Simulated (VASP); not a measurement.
# Na in VASP: a series of runs, part 3 of 3

VASP 6.6.1. The steps go on from the part before.

## (6) Single point, PBEsol (strain -0.025 along x and y, -0.050 along z)

Contents of INCAR:

```
SYSTEM = Na
PREC = Accurate ; ENCUT = 520
EDIFF = 1E-7 ; ISMEAR = 0
SIGMA = 0.15 ; LREAL = .False.
LASPH = .True. ; NELM = 60
ALGO = Normal ; ISIF = 2
LWAVE = .False. ; LCHARG = .False.
GGA = PS ; NBANDS = 10
```

Contents of KPOINTS:

```
Automatic mesh
0
Gamma
  16 16 16
  0 0 0
```

Contents of POSCAR:

```
Na
1.0
   -2.0645625000      2.0645625000      2.0116250000
    2.0645625000     -2.0645625000      2.0116250000
    2.0645625000      2.0645625000     -2.0116250000
Na
1
Direct
    0.0000000000      0.0000000000      0.0000000000
```

Potentials or basis: VASP PAW PBE potentials, release 64 (Na_pv).

On the command line:

```console
$ cat potpaw_PBE.64/Na_pv/POTCAR > POTCAR
$ mpirun -np 1 vasp_std > vasp.out
```

OUTCAR:

```text
SYSTEM = Na
   PREC = Accurate
   ENCUT = 520
   EDIFF = 1E-7
   ISMEAR = 0
   LREAL = .False.
   LASPH = .True.
   NELM = 60
   ISIF = 2
   GGA = PS

 ion  position               nearest neighbor table
   1  0.000  0.000  0.000-

  LATTYP: Found a body centered tetragonal cell.
 ALAT       =     4.1291250000
 C/A-ratio  =     0.9743589744

  Lattice vectors:

 A1 = (  -2.0645625000,   2.0645625000,   2.0116250000)
 A2 = (   2.0645625000,  -2.0645625000,   2.0116250000)
 A3 = (   2.0645625000,   2.0645625000,  -2.0116250000)
[... 491 lines left out ...]

 [... further k-points ...]

------------------------ aborting loop because EDIFF is reached ----------------------------------------

  FORCE on cell =-STRESS in cart. coord.  units (eV):
  Direction    XX          YY          ZZ          XY          YZ          ZX
  --------------------------------------------------------------------------------------
  -------------------------------------------------------------------------------------
  Total        0.1005559      0.1005559      0.1139195      0.0000000     -0.0000000      0.0000000
  in kB        4.6973724      4.6973724      5.3216429      0.0000000     -0.0000000      0.0000000
  external PRESSURE =       4.9054625 kB  Pullay stress =       0.0000000 kB

 VOLUME and BASIS-vectors are now :
 -----------------------------------------------------------------------------
  energy-cutoff  :      520.00
  volume of cell :       34.30
      direct lattice vectors                 reciprocal lattice vectors
    -2.064562500  2.064562500  2.011625000     0.000000000  0.242182060  0.248555272
     2.064562500 -2.064562500  2.011625000     0.242182060  0.000000000  0.248555272
     2.064562500  2.064562500 -2.011625000     0.242182060  0.242182060  0.000000000

 POSITION                                       TOTAL-FORCE (eV/Angst)
 -----------------------------------------------------------------------------------
      0.00000      0.00000      0.00000        -0.000000      0.000000      0.000000
 -----------------------------------------------------------------------------------
    total drift:                               -0.000000     -0.000000     -0.000000

  FREE ENERGIE OF THE ION-ELECTRON SYSTEM (eV)
  ---------------------------------------------------
  free  energy   TOTEN  =        -1.3993231682 eV

  energy  without entropy=       -1.3944402489  energy(sigma->0) =       -1.39688171
```

OSZICAR:

```text
N       E                     dE             d eps       ncg     rms          rms(c)
DAV:   1     0.293871584663E+02    0.29387E+02   -0.37952E+03  7008   0.594E+02
DAV:   2    -0.749286327760E+00   -0.30136E+02   -0.29982E+02  7236   0.154E+02
DAV:   3    -0.139678855079E+01   -0.64750E+00   -0.64703E+00  8458   0.243E+01
DAV:   4    -0.140184424130E+01   -0.50557E-02   -0.50554E-02  8228   0.211E+00
DAV:   5    -0.140190835342E+01   -0.64112E-04   -0.64112E-04  7976   0.232E-01    0.246E-01
DAV:   6    -0.139999567070E+01    0.19127E-02   -0.28788E-03  8096   0.788E-01    0.147E-01
DAV:   7    -0.139937672186E+01    0.61895E-03   -0.24960E-03  7812   0.657E-01    0.454E-02
DAV:   8    -0.139932294392E+01    0.53778E-04   -0.19491E-04  7958   0.243E-01    0.196E-03
DAV:   9    -0.139932316106E+01   -0.21714E-06   -0.79194E-07  7882   0.928E-03    0.109E-03
DAV:  10    -0.139932316825E+01   -0.71916E-08   -0.54283E-08  7636   0.222E-03
   1 F= -.13993232E+01 E0= -.13968817E+01  d E =-.488292E-02
```

stdout:

```text
POSCAR found type information on POSCAR Na
 POSCAR found :  1 types and       1 ions
 scaLAPACK will be used
 -----------------------------------------------------------------------------
|                                                                             |
|                                                                             |
|     You enforced a specific xc type in the INCAR file but a different       |
|     I HOPE YOU KNOW WHAT YOU ARE DOING!                                     |
|                                                                             |
 -----------------------------------------------------------------------------

 LDA part: xc-table for (Slater+PW92), standard interpolation
 POSCAR, INCAR and KPOINTS ok, starting setup
 FFT: planning ... GRIDC
 FFT: planning ... GRID_SOFT
 FFT: planning ... GRID
 WAVECAR not read
 entering main loop
```

It took 1.9 min on 1 thread of Intel Xeon 8259CL, shared host; peak memory 0.22 GiB.

Results:

* Free energy: -1.3993 eV
* Pressure: 0.5 GPa
* Band gap on the k mesh: zero (an odd number of electrons rules out a gap without spin polarisation)

Caveat: the cell differs from its parent crystal (strain -0.025 along x and y, -0.050 along z); the PAW data sets were made with another functional, which shifts forces and pressure a little.

## (7) Single point, PBEsol (strain +0.000 along x and y, -0.025 along z)

Contents of INCAR:

```
SYSTEM = Na
PREC     = Accurate       ! precision mode
ENCUT    = 520            ! plane-wave cutoff, eV
EDIFF    = 1E-6           ! SCF threshold, eV
ISMEAR   = 0              ! smearing method
SIGMA    = 0.15           ! smearing width, eV
LREAL    = .False.        ! projectors in reciprocal space
LASPH    = .True.         ! aspherical terms in the spheres
NELM     = 80             ! most SCF steps
ALGO     = Fast           ! electronic algorithm
ISIF     = 2              ! what is computed and relaxed
LWAVE    = .False.        ! write WAVECAR
LCHARG   = .True.         ! write CHGCAR
GGA      = PS             ! functional
LELF     = .True.         ! ELF
LVHAR    = .True.       
NBANDS   = 10             ! bands
```

KPOINTS is that of step 6.

Contents of POSCAR:

```
Na
1.0
   -2.1175000000      2.1175000000      2.0645625000
    2.1175000000     -2.1175000000      2.0645625000
    2.1175000000      2.1175000000     -2.0645625000
Na
1
Direct
    0.0000000000      0.0000000000      0.0000000000
```

Potentials or basis: VASP PAW PBE potentials, release 64 (Na_pv).

On the command line:

```console
$ cat potpaw_PBE.64/Na_pv/POTCAR > POTCAR
$ mpirun -np 1 vasp_std > vasp.out
```

OUTCAR:

```text
SYSTEM = Na
   PREC = Accurate
   ENCUT = 520
   EDIFF = 1E-6
   ISMEAR = 0
   LREAL = .False.
   LASPH = .True.
   NELM = 80
   ISIF = 2
   GGA = PS

 ion  position               nearest neighbor table
   1  0.000  0.000  0.000-

  LATTYP: Found a body centered tetragonal cell.
 ALAT       =     4.2350000000
 C/A-ratio  =     0.9750000000

  Lattice vectors:

 A1 = (  -2.1175000000,   2.1175000000,   2.0645625000)
 A2 = (   2.1175000000,  -2.1175000000,   2.0645625000)
 A3 = (   2.1175000000,   2.1175000000,  -2.0645625000)

Analysis of symmetry for initial positions (statically):
=====================================================================
 Subroutine PRICEL returns:
 Original cell was already a primitive cell.

 Routine SETGRP: Setting up the symmetry group for a
 body centered tetragonal supercell.

 Subroutine GETGRP returns: Found 16 space group operations
 (whereof 16 operations were pure point group operations)
 out of a pool of 16 trial point group operations.

The static configuration has the point symmetry D_4h.

Analysis of symmetry for dynamics (positions and initial velocities):
=====================================================================
 Subroutine PRICEL returns:
 Original cell was already a primitive cell.

 Routine SETGRP: Setting up the symmetry group for a
 body centered tetragonal supercell.

 Subroutine GETGRP returns: Found 16 space group operations
 (whereof 16 operations were pure point group operations)
 out of a pool of 16 trial point group operations.

The dynamic configuration has the point symmetry D_4h.

 Subroutine INISYM returns: Found 16 space group operations
 (whereof 16 operations are pure point group operations),
 and found     1 'primitive' translations

----------------------------------------------------------------------------------------

                                     Primitive cell

  volume of cell :      37.0284

[... 111 lines left out ...]
   GGA     = PS    functional components
   LHFCALC =     F    Hartree Fock is set to
   AEXX    =    0.0000 exact exchange contribution
   IVDW    =     0    specifies the selected vdW correction
   LEPSILON=     F    determine dielectric tensor
   LRPA    =     F    only Hartree local field effects (RPA)
 non-spin polarized calculation
 RMM-DIIS sequential band-by-band and
 Gauss-broadening in eV      SIGMA  =   0.15
  energy-cutoff  :      520.00
  volume of cell :       37.03
 maximum number of plane-waves:      1016
   NGX = 13   NGY = 13   NGZ = 13

 number of electron       7.0000004 magnetization

 Free energy of the ion-electron system (eV)
  ---------------------------------------------------
  ext. energy  EPLUGINS =         0.00000000
  ---------------------------------------------------
  free energy    TOTEN  =        -1.40201459 eV

  energy without entropy =       -1.39691701  energy(sigma->0) =       -1.39946580

 E-fermi :   0.3085     XC(G=0):  -6.5041

 val. band max:        0.3054057717   @ k =  -0.4375   0.4375   0.0625
 cond. band min:       0.3124909843   @ k =  -0.3125   0.3125   0.3125
 fundamental gap:      0.0070852126
 Fermi energy:         0.3084884008

 k-point     1 :       0.0000    0.0000    0.0000
  band No.  band energies     occupation
      1     -24.4764      2.00000
      2     -24.4763      2.00000
      3     -24.4763      2.00000
      4      -2.9712      2.00000
      5      11.7940      0.00000
      6      12.1834      0.00000
      7      12.1834      0.00000
      8      12.8651      0.00000
      9      13.2518      0.00000
     10      13.4347      0.00000
[... 287 lines left out ...]
 k-point    24 :      -0.0625    0.0625    0.0000
  band No.  band energies     occupation
      1     -24.4777      2.00000
      2     -24.4769      2.00000
      3     -24.4763      2.00000
      4      -2.9034      2.00000
      5      10.8578      0.00000
      6      11.7280      0.00000
      7      11.9186      0.00000
      8      12.3967      0.00000
      9      12.6084      0.00000
     10      13.6111      0.00000

 [... further k-points ...]

------------------------ aborting loop because EDIFF is reached ----------------------------------------

  FORCE on cell =-STRESS in cart. coord.  units (eV):
  Direction    XX          YY          ZZ          XY          YZ          ZX
  --------------------------------------------------------------------------------------
  -------------------------------------------------------------------------------------
  Total       -0.0330964     -0.0330964     -0.0209408      0.0000000     -0.0000000      0.0000000
  in kB       -1.4320433     -1.4320433     -0.9060872      0.0000000     -0.0000000      0.0000000
  external PRESSURE =      -1.2567246 kB  Pullay stress =       0.0000000 kB

 VOLUME and BASIS-vectors are now :
 -----------------------------------------------------------------------------
  energy-cutoff  :      520.00
  volume of cell :       37.03
      direct lattice vectors                 reciprocal lattice vectors
    -2.117500000  2.117500000  2.064562500     0.000000000  0.236127509  0.242182060
     2.117500000 -2.117500000  2.064562500     0.236127509  0.000000000  0.242182060
     2.117500000  2.117500000 -2.064562500     0.236127509  0.236127509  0.000000000

 POSITION                                       TOTAL-FORCE (eV/Angst)
 -----------------------------------------------------------------------------------
      0.00000      0.00000      0.00000         0.000000      0.000000      0.000000
 -----------------------------------------------------------------------------------
    total drift:                               -0.000000     -0.000000     -0.000000

  FREE ENERGIE OF THE ION-ELECTRON SYSTEM (eV)
  ---------------------------------------------------
  free  energy   TOTEN  =        -1.4020145926 eV

  energy  without entropy=       -1.3969170109  energy(sigma->0) =       -1.39946580
```

OSZICAR:

```text
N       E                     dE             d eps       ncg     rms          rms(c)
DAV:   1     0.289750970470E+02    0.28975E+02   -0.37737E+03  7012   0.584E+02
DAV:   2    -0.745635539511E+00   -0.29721E+02   -0.29535E+02  7210   0.152E+02
DAV:   3    -0.139905260580E+01   -0.65342E+00   -0.65295E+00  8538   0.243E+01
DAV:   4    -0.140411108523E+01   -0.50585E-02   -0.50581E-02  8122   0.210E+00
DAV:   5    -0.140418249780E+01   -0.71413E-04   -0.71412E-04  8124   0.244E-01    0.236E-01
RMM:   6    -0.140252468573E+01    0.16578E-02   -0.16411E-03  9404   0.534E-01    0.143E-01
RMM:   7    -0.140204464555E+01    0.48004E-03   -0.14040E-03  9593   0.432E-01    0.453E-02
RMM:   8    -0.140200617691E+01    0.38469E-04   -0.29158E-04  9426   0.310E-01    0.283E-03
RMM:   9    -0.140201331362E+01   -0.71367E-05   -0.66343E-05 10580   0.102E-01    0.305E-03
RMM:  10    -0.140201409831E+01   -0.78469E-06   -0.10966E-05  9436   0.546E-02    0.187E-03
RMM:  11    -0.140201643567E+01   -0.23374E-05   -0.77001E-06  8650   0.345E-02    0.603E-03
RMM:  12    -0.140201459347E+01    0.18422E-05   -0.40492E-06  7350   0.346E-02    0.120E-03
RMM:  13    -0.140201459258E+01    0.89130E-09   -0.58053E-07  4454   0.121E-02
   1 F= -.14020146E+01 E0= -.13994658E+01  d E =-.509758E-02
```

It took 3.3 min on 1 thread of Intel Xeon 8259CL, shared host; peak memory 0.23 GiB.

What came out:

| Quantity | Value |
| --- | --- |
| Free energy | -1.4020 eV |
| Pressure | -0.1 GPa |
| Band gap on the k mesh | zero (an odd number of electrons rules out a gap without spin polarisation) |

Levels at points of the mesh, in eV from the Fermi level:
| k point | band 1 | band 2 | band 3 | band 4 | band 5 | band 6 | band 7 | band 8 | band 9 |
| --- | --- | --- | --- | --- | --- | --- | --- | --- | --- |
| (0.00, 0.00, 0.00) | -24.78 | -24.78 | -24.78 | -3.28 | 11.49 | 11.87 | 11.87 | 12.56 | 12.94 |
| (0.50, 0.00, 0.00) | -24.82 | -24.80 | -24.79 | 0.78 | 1.27 | 8.10 | 9.06 | 9.16 | 10.34 |
| (0.50, 0.50, 0.00) | -24.82 | -24.80 | -24.78 | 0.69 | 1.15 | 8.43 | 9.39 | 9.49 | 10.50 |
| (0.50, 0.50, 0.50) | -24.81 | -24.81 | -24.81 | 4.41 | 4.61 | 4.75 | 4.75 | 5.19 | 7.78 |

Caveat: the cell differs from its parent crystal (strain +0.000 along x and y, -0.025 along z); the PAW data sets were made with another functional, which shifts forces and pressure a little.

## (8) Overview

| cell | gap on the mesh (eV) | pressure (GPa) |
| --- | --- | --- |
| a = 3.484 Å, angles 109.5°, 1 atom | none | 1.0 |
| a = 3.576 Å, angles 109.5°, 1 atom | none | 0.3 |
| a = 3.851 Å, angles 109.5°, 1 atom | none | -1.1 |
| a = 3.515 Å, angles 110.2, 110.2, 108.1°, 1 atom | none | 0.7 |
| a = 3.546 Å, angles 108.8, 108.8, 110.9°, 1 atom | none | 0.5 |
| a = 3.637 Å, angles 108.8, 108.8, 110.8°, 1 atom | none | -0.1 |

Alike in all rows: task single point; level PBEsol; potentials or basis VASP PAW PBE potentials, release 64 (Na_pv); no spin polarisation; k mesh 16 × 16 × 16; cutoff (eV) 520; smearing gaussian 0.15 eV.

Caveats: the PAW data sets were made with another functional, which shifts forces and pressure a little.

Total energies depend on the potentials used, so only differences within one code and one set of settings carry meaning.

The gap in the log of VASP goes by the Fermi energy; the results here count the filled bands.